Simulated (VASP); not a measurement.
# Os (Fm-3m) in VASP: notebook

The runs below take Os through single point, with LDA.

All numbers are computed with VASP 6.6.1; they aren't measurements. Logs are shortened: lines on timing, memory, paths and dates and some standing lists are left out, and cuts for length are marked.

### Step 1. The cell of the first run

Symmetry: Fm-3m, No. 225, cubic system. The conventional cell has a = 3.803 Å, b = 3.803 Å, c = 3.803 Å, α = 90.00°, β = 90.00°, γ = 90.00°. Os (site symmetry m-3m) has 12 Os at 2.69 Å within 3.5 Å.

This isn't the form of Os at room conditions, which is hcp.

### Step 2. Single point, LDA (13.75 Å³/atom)

Contents of INCAR:

```
PREC = Accurate ; ENCUT = 560
EDIFF = 1E-6 ; ISMEAR = -1
SIGMA = 0.08 ; LREAL = False
LASPH = True ; NELM = 120
ALGO = Normal ; ISIF = 2
LWAVE = False ; LCHARG = False
NBANDS = 14 ; GGA_COMPAT = False
```

Contents of KPOINTS:

```
Automatic mesh
0
Gamma
  19 19 19
```

Contents of POSCAR:

```
Os
1.0
    0.0000000000      1.9013090542      1.9013090542
    1.9013090542      0.0000000000      1.9013090542
    1.9013090542      1.9013090542      0.0000000000
Os
1
Direct
    0.0000000000      0.0000000000      0.0000000000
```

Potentials or basis: VASP PAW LDA potentials, release 64 (Os_sv_GW).

The run is started by

```bash
$ cat potpaw_LDA.64/Os_sv_GW/POTCAR > POTCAR
$ mpirun -np 1 vasp_std > vasp.out
```

OUTCAR:

```text
PREC = Accurate
   ENCUT = 560
   EDIFF = 1E-6
   ISMEAR = -1
   LREAL = False
   LASPH = True
   NELM = 120
   ISIF = 2

 ion  position               nearest neighbor table
   1  0.000  0.000  0.000-

  LATTYP: Found a face centered cubic cell.
 ALAT       =     3.8026181084

  Lattice vectors:

 A1 = (   0.0000000000,   1.9013090542,   1.9013090542)
 A2 = (   1.9013090542,   0.0000000000,   1.9013090542)
 A3 = (   1.9013090542,   1.9013090542,   0.0000000000)

Analysis of symmetry for initial positions (statically):
=====================================================================
 Subroutine PRICEL returns:
 Original cell was already a primitive cell.

 Routine SETGRP: Setting up the symmetry group for a
 face centered cubic supercell.

 Subroutine GETGRP returns: Found 48 space group operations
 (whereof 48 operations were pure point group operations)
 out of a pool of 48 trial point group operations.

The static configuration has the point symmetry O_h .

Analysis of symmetry for dynamics (positions and initial velocities):
=====================================================================
 Subroutine PRICEL returns:
 Original cell was already a primitive cell.

 Routine SETGRP: Setting up the symmetry group for a
 face centered cubic supercell.

 Subroutine GETGRP returns: Found 48 space group operations
 (whereof 48 operations were pure point group operations)
 out of a pool of 48 trial point group operations.

The dynamic configuration has the point symmetry O_h .

 Subroutine INISYM returns: Found 48 space group operations
 (whereof 48 operations are pure point group operations),
 and found     1 'primitive' translations

----------------------------------------------------------------------------------------

                                     Primitive cell

  volume of cell :      13.7464

  direct lattice vectors                    reciprocal lattice vectors
     0.000000000  1.901309054  1.901309054    -0.262976710  0.262976710  0.262976710
     1.901309054  0.000000000  1.901309054     0.262976710 -0.262976710  0.262976710
     1.901309054  1.901309054  0.000000000     0.262976710  0.262976710 -0.262976710

  length of vectors
     2.688857051  2.688857051  2.688857051     0.455489023  0.455489023  0.455489023

  position of ions in fractional coordinates (direct lattice)
     0.000000000  0.000000000  0.000000000

  ion indices of the primitive-cell ions
   primitive index   ion index
                 1           1

----------------------------------------------------------------------------------------

 KPOINTS: Automatic mesh

Automatic generation of k-mesh.
 Grid dimensions read from file:
 generate k-points for:   19   19   19

 Generating k-lattice:

  Cartesian coordinates                     Fractional coordinates (reciprocal lattice)
    -0.013840879  0.013840879  0.013840879     0.052631579  0.000000000  0.000000000
     0.013840879 -0.013840879  0.013840879     0.000000000  0.052631579  0.000000000
     0.013840879  0.013840879 -0.013840879     0.000000000  0.000000000  0.052631579

  Length of vectors
     0.023973106  0.023973106  0.023973106

  Shift w.r.t. Gamma in fractional coordinates (k-lattice)
     0.000000000  0.000000000  0.000000000

 Subroutine IBZKPT returns following result:
 ===========================================

 Found    220 irreducible k-points:

 Following reciprocal coordinates:
            Coordinates               Weight
  0.000000  0.000000  0.000000      1.000000
  0.052632  0.000000  0.000000      8.000000
  0.105263  0.000000  0.000000      8.000000
  0.157895  0.000000  0.000000      8.000000
  0.210526  0.000000  0.000000      8.000000
  0.263158  0.000000  0.000000      8.000000
[... 16 lines left out ...]
 -0.315789  0.052632  0.000000     24.000000
 -0.263158  0.052632  0.000000     24.000000
 [... further k-points ...]
   k-points           NKPTS =    220   k-points in BZ     NKDIM =    220   number of bands    NBANDS=     14
   number of dos      NEDOS =    301   number of ions     NIONS =      1
   total plane-waves  NPLWV =  13824
   dimension x,y,z NGX =    24 NGY =   24 NGZ =   24
   dimension x,y,z NGXF=    48 NGYF=   48 NGZF=   48
   ions per type =               1
   NGX,Y,Z   is equivalent  to a cutoff of  14.84, 14.84, 14.84 a.u.
   NGXF,Y,Z  is equivalent  to a cutoff of  29.68, 29.68, 29.68 a.u.
 SYSTEM =  unknown system
   PREC   = accura    normal or accurate (medium, high low for compatibility)
   ISTART =      0    job   : 0-new  1-cont  2-samecut
   ICHARG =      2    charge: 1-file 2-atom 10-const
   ISPIN  =      1    spin polarized calculation?
   LNONCOLLINEAR =      F non collinear calculations
   LSORBIT =      F    spin-orbit coupling
   LASPH  =      T    aspherical Exc in radial PAW
   ENCUT  =  560.0 eV  41.16 Ry    6.42 a.u.   5.19  5.19  5.19*2*pi/ulx,y,z
   NELM   =    120;   NELMIN=  2; NELMDL= -5     # of ELM steps
   EDIFF  = 0.1E-05   stopping-criterion for ELM
   LREAL  =      F    real-space projection
   EDIFFG = 0.1E-04   stopping-criterion for IOM
   NSW    =      0    number of steps for IOM
   IBRION =     -1    ionic relax: 0-MD 1-quasi-New 2-CG
   NFREE  =      0    steps in history (QN), initial steepest desc. (CG)
   ISIF   =      2    stress and relaxation
   ISYM   =      2    0-nonsym 1-usesym 2-fastsym
   POTIM  = 0.5000    time-step for ionic-motion
   TEBEG  =    0.0;   TEEND  =   0.0 temperature during run
   PSTRESS=    0.0 pullay stress
   NELECT =      16.0000    total number of electrons
   NUPDOWN=      -1.0000    fix difference up-down
   EMIN   =  10.00;   EMAX   =-10.00  energy-range for DOS
   EFERMI =   0.00;   METHOD = LEGACY
   ISMEAR =    -1;   SIGMA  =   0.08  broadening in eV -4-tet -1-fermi 0-gaus
   EFERMI_NEDOS =   21; number of points for ismear=-14 and -15
   IALGO  =     38    algorithm
   IMIX   =      4    mixing-type and parameters
     AMIX     =   0.40;   BMIX     =  1.00
     AMIX_MAG =   1.60;   BMIX_MAG =  1.00
  volume/ion in A,a.u.               =      13.75        92.77
  Fermi-wavevector in a.u.,A,eV,Ry     =   1.722075  3.254250 40.348662  2.965543
  Thomas-Fermi vector in A             =   2.798208
   LORBIT       =      0    0 simple, 1 ext, 2 COOP (PROOUT), +10 PAW based schemes
   GGA     = CA    functional components
   LHFCALC =     F    Hartree Fock is set to
   AEXX    =    0.0000 exact exchange contribution
   IVDW    =     0    specifies the selected vdW correction
   LEPSILON=     F    determine dielectric tensor
   LRPA    =     F    only Hartree local field effects (RPA)
 non-spin polarized calculation
  energy-cutoff  :      560.00
  volume of cell :       13.75
 maximum number of plane-waves:       428
 NGX is ok and might be reduce to    24
   NGX = 11   NGY = 11   NGZ = 11

 number of electron      16.0000000 magnetization

 Free energy of the ion-electron system (eV)
  ---------------------------------------------------
  ext. energy  EPLUGINS =         0.00000000
  ---------------------------------------------------
  free energy    TOTEN  =       -13.67796446 eV

  energy without entropy =      -13.66442946  energy(sigma->0) =      -13.67119696

 E-fermi :  13.7877     XC(G=0): -14.9228

 val. band max:       13.7703611827   @ k =   0.0526   0.0000   0.0000
 cond. band min:      13.8127694465   @ k =  -0.2632   0.2632   0.0000
 fundamental gap:      0.0424082638
 Fermi energy:        13.7876621472

 k-point     1 :       0.0000    0.0000    0.0000
  band No.  band energies     occupation
      1     -72.3709      2.00000
      2     -31.4214      2.00000
      3     -31.4214      2.00000
      4     -31.4214      2.00000
      5       2.8398      2.00000
      6      10.6564      2.00000
      7      10.6564      2.00000
      8      10.6564      2.00000
      9      13.8177      0.81417
     10      13.8177      0.81417
     11      27.1179      0.00000
     12      32.9406      0.00000
     13      32.9406      0.00000
     14      32.9406      0.00000

 k-point     2 :       0.0526    0.0000    0.0000
  band No.  band energies     occupation
      1     -72.3679      2.00000
      2     -31.4549      2.00000
      3     -31.4258      2.00000
      4     -31.4258      2.00000
      5       2.9745      2.00000
      6      10.5730      2.00000
      7      10.7176      2.00000
      8      10.7176      2.00000
      9      13.7704      1.10771
     10      13.7704      1.10771
     11      27.3697      0.00000
     12      32.3535      0.00000
     13      33.1797      0.00000
     14      33.1797      0.00000

 k-point     3 :       0.1053    0.0000    0.0000
  band No.  band energies     occupation
      1     -72.3592      2.00000
      2     -31.5512      2.00000
      3     -31.4384      2.00000
      4     -31.4384      2.00000
      5       3.3643      2.00000
      6      10.3570      2.00000
      7      10.8804      2.00000
      8      10.8804      2.00000
      9      13.6611      1.65914
     10      13.6611      1.65914
     11      28.0653      0.00000
     12      31.1537      0.00000
     13      33.8783      0.00000
     14      33.8783      0.00000

 k-point     4 :       0.1579    0.0000    0.0000
  band No.  band energies     occupation
      1     -72.3456      2.00000
      2     -31.6978      2.00000
      3     -31.4580      2.00000
      4     -31.4580      2.00000
      5       3.9612      2.00000
      6      10.1014      2.00000
      7      11.0737      2.00000
      8      11.0737      2.00000
      9      13.5897      1.84470
     10      13.5897      1.84470
     11      28.8566      0.00000
     12      30.0973      0.00000
     13      34.9870      0.00000
     14      34.9870      0.00000

 k-point     5 :       0.2105    0.0000    0.0000
  band No.  band energies     occupation
      1     -72.3287      2.00000
      2     -31.8777      2.00000
      3     -31.4819      2.00000
      4     -31.4819      2.00000
      5       4.6676      2.00000
      6       9.9468      2.00000
      7      11.1769      2.00000
      8      11.1769      2.00000
      9      13.7056      1.47226
     10      13.7056      1.47226
     11      28.2689      0.00000
[... 276 lines left out ...]
 k-point    22 :      -0.3684    0.0526    0.0000
  band No.  band energies     occupation
      1     -72.2717      2.00000
      2     -32.4450      2.00000
      3     -31.5951      2.00000
      4     -31.5556      2.00000
      5       6.0327      2.00000
      6      10.6048      2.00000
      7      10.7593      2.00000
      8      11.7793      2.00000
      9      15.2215      0.00000
     10      16.1693      0.00000
     11      24.7825      0.00000
     12      28.2447      0.00000
     13      34.2957      0.00000
     14      35.6986      0.00000

 k-point    23 :      -0.3158    0.0526    0.0000
  band No.  band energies     occupation
      1     -72.2858      2.00000
      2     -32.3052      2.00000
      3     -31.5778      2.00000
      4     -31.5321      2.00000
      5       5.9363      2.00000
      6      10.7374      2.00000
      7      10.8459      2.00000
      8      10.9458      2.00000
      9      14.4958      0.00029
     10      15.5183      0.00000
     11      25.9521      0.00000
     12      29.5982      0.00000
     13      35.5363      0.00000
     14      37.5889      0.00000

 k-point    24 :      -0.2632    0.0526    0.0000
  band No.  band energies     occupation
      1     -72.3027      2.00000
      2     -32.1331      2.00000
      3     -31.5541      2.00000
      4     -31.5051      2.00000
      5       5.6087      2.00000
      6      10.0703      2.00000
      7      11.0326      2.00000
      8      11.1474      2.00000
      9      13.8203      0.79879
     10      14.8480      0.00000
     11      27.0282      0.00000
     12      30.8380      0.00000
     13      36.7142      0.00000
     14      37.1534      0.00000

 [... further k-points ...]
[... 5 lines left out ...]
  --------------------------------------------------------------------------------------
  -------------------------------------------------------------------------------------
  Total        0.0353172      0.0353172      0.0353172      0.0000000      0.0000000     -0.0000000
  in kB        4.1163110      4.1163110      4.1163110      0.0000000      0.0000000     -0.0000000
  external PRESSURE =       4.1163110 kB  Pullay stress =       0.0000000 kB

 VOLUME and BASIS-vectors are now :
 -----------------------------------------------------------------------------
  energy-cutoff  :      560.00
  volume of cell :       13.75
      direct lattice vectors                 reciprocal lattice vectors
     0.000000000  1.901309054  1.901309054    -0.262976710  0.262976710  0.262976710
     1.901309054  0.000000000  1.901309054     0.262976710 -0.262976710  0.262976710
     1.901309054  1.901309054  0.000000000     0.262976710  0.262976710 -0.262976710

 POSITION                                       TOTAL-FORCE (eV/Angst)
 -----------------------------------------------------------------------------------
      0.00000      0.00000      0.00000         0.000000      0.000000     -0.000000
 -----------------------------------------------------------------------------------
    total drift:                                0.000000     -0.000000     -0.000000

  FREE ENERGIE OF THE ION-ELECTRON SYSTEM (eV)
  ---------------------------------------------------
  free  energy   TOTEN  =       -13.6779644612 eV

  energy  without entropy=      -13.6644294572  energy(sigma->0) =      -13.67119696
```

Run time: 37 s. Hardware: 1 thread of Intel Xeon Platinum 8375C at 2.90GHz (Ice Lake), shared host; peak memory 0.17 GiB.

Results:

- Free energy: -13.6780 eV
- Pressure: 0.4 GPa
- Band gap on the k mesh: zero (bands 8 and 9 overlap by 3.96 eV)

Caveat: spin-orbit coupling is left out, which moves the levels of the heavy elements.

### Step 3. Single point, LDA

Contents of INCAR:

```
SYSTEM = Os
PREC = Accurate
ENCUT = 560
EDIFF = 1E-6
ISMEAR = -1
SIGMA = 0.08
LREAL = .False.
LASPH = .True.
NELM = 120
ALGO = Normal
ISIF = 2
LWAVE = .False.
LCHARG = .False.
GGA = CA
NBANDS = 14
GGA_COMPAT = .False.
```

Contents of KPOINTS:

```
regular mesh
0
Gamma
  19 19 19
  0 0 0
```

POSCAR is that of step 2.

Potentials or basis: VASP PAW LDA potentials, release 64 (Os_sv_GW).

The run is started by

```bash
$ cat potpaw_LDA.64/Os_sv_GW/POTCAR > POTCAR
$ mpirun -np 1 vasp_std > vasp.out
```

OUTCAR:

```text
SYSTEM = Os
   PREC = Accurate
   ENCUT = 560
   EDIFF = 1E-6
   ISMEAR = -1
   LREAL = .False.
   LASPH = .True.
   NELM = 120
   ISIF = 2
   GGA = CA

 ion  position               nearest neighbor table
   1  0.000  0.000  0.000-

  LATTYP: Found a face centered cubic cell.
 ALAT       =     3.8026181084

  Lattice vectors:

 A1 = (   0.0000000000,   1.9013090542,   1.9013090542)
 A2 = (   1.9013090542,   0.0000000000,   1.9013090542)
 A3 = (   1.9013090542,   1.9013090542,   0.0000000000)

Analysis of symmetry for initial positions (statically):
=====================================================================
 Subroutine PRICEL returns:
 Original cell was already a primitive cell.

 Routine SETGRP: Setting up the symmetry group for a
 face centered cubic supercell.

 Subroutine GETGRP returns: Found 48 space group operations
 (whereof 48 operations were pure point group operations)
 out of a pool of 48 trial point group operations.

The static configuration has the point symmetry O_h .

Analysis of symmetry for dynamics (positions and initial velocities):
=====================================================================
 Subroutine PRICEL returns:
 Original cell was already a primitive cell.

[... 162 lines left out ...]
      1     -72.3709      2.00000
      2     -31.4214      2.00000
      3     -31.4214      2.00000
      4     -31.4214      2.00000
      5       2.8398      2.00000
      6      10.6564      2.00000
      7      10.6564      2.00000
      8      10.6564      2.00000
      9      13.8177      0.81417
     10      13.8177      0.81417
     11      27.1179      0.00000
     12      32.9406      0.00000
     13      32.9406      0.00000
     14      32.9406      0.00000
[... 377 lines left out ...]
      1     -72.3027      2.00000
      2     -32.1331      2.00000
      3     -31.5541      2.00000
      4     -31.5051      2.00000
      5       5.6087      2.00000
      6      10.0703      2.00000
      7      11.0326      2.00000
      8      11.1474      2.00000
      9      13.8203      0.79879
     10      14.8480      0.00000
     11      27.0282      0.00000
     12      30.8380      0.00000
     13      36.7142      0.00000
     14      37.1534      0.00000

 [... further k-points ...]
[... 5 lines left out ...]
  --------------------------------------------------------------------------------------
  -------------------------------------------------------------------------------------
  Total        0.0353172      0.0353172      0.0353172      0.0000000      0.0000000     -0.0000000
  in kB        4.1163110      4.1163110      4.1163110      0.0000000      0.0000000     -0.0000000
  external PRESSURE =       4.1163110 kB  Pullay stress =       0.0000000 kB

 VOLUME and BASIS-vectors are now :
 -----------------------------------------------------------------------------
  energy-cutoff  :      560.00
  volume of cell :       13.75
      direct lattice vectors                 reciprocal lattice vectors
     0.000000000  1.901309054  1.901309054    -0.262976710  0.262976710  0.262976710
     1.901309054  0.000000000  1.901309054     0.262976710 -0.262976710  0.262976710
     1.901309054  1.901309054  0.000000000     0.262976710  0.262976710 -0.262976710

 POSITION                                       TOTAL-FORCE (eV/Angst)
 -----------------------------------------------------------------------------------
      0.00000      0.00000      0.00000         0.000000      0.000000     -0.000000
 -----------------------------------------------------------------------------------
    total drift:                                0.000000     -0.000000     -0.000000

  FREE ENERGIE OF THE ION-ELECTRON SYSTEM (eV)
  ---------------------------------------------------
  free  energy   TOTEN  =       -13.6779644612 eV

  energy  without entropy=      -13.6644294572  energy(sigma->0) =      -13.67119696
```

It took 14 s on 1 thread of Intel Xeon 6975P-C (Granite Rapids), shared host; peak memory 0.17 GiB.

Results:

* Free energy: -13.6780 eV
* Pressure: 0.4 GPa
* Band gap on the k mesh: zero (bands 8 and 9 overlap by 3.96 eV)

Caveat: spin-orbit coupling is left out, which moves the levels of the heavy elements.

The gap in the log of VASP goes by the Fermi energy; the results here count the filled bands.